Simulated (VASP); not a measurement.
Here is a VASP 6.6.1 calculation.

The input INCAR:

```
ALGO = Fast
EDIFF = 1E-6
ENCUT = 520
GGA = PE
ISIF = 2
ISMEAR = -1
LASPH = True
LCHARG = False
LREAL = False
LWAVE = False
NBANDS = 26
NELM = 60
PREC = Accurate
SIGMA = 0.05
```

The input KPOINTS:

```
k-points
0
Gamma
  5 5 5
```

POSCAR

```
Rb3Pt
1.0
    5.5711507981      0.0000000000      0.0000000000
    0.0000000000      5.5711507981      0.0000000000
    0.0000000000      0.0000000000      5.5711507981
Pt Rb
1 3
Direct
    0.5000000000      0.5000000000      0.5000000000
    0.5000000000      0.0000000000      0.0000000000
    0.0000000000      0.5000000000      0.0000000000
    0.0000000000      0.0000000000      0.5000000000
```

Potentials or basis: VASP PAW PBE potentials, release 64 (Pt, Rb_sv).

Command:

```console
$ cat potpaw_PBE.64/Pt/POTCAR potpaw_PBE.64/Rb_sv/POTCAR > POTCAR
$ mpirun -np 1 vasp_std > vasp.out
```

Q: Estimate the band gap on the k mesh.

A: Zero (an odd number of electrons rules out a gap without spin polarisation).

Q: What does it give for the pressure?

A: -0.4 GPa.

Caveat: spin-orbit coupling is left out, which moves the levels of the heavy elements.
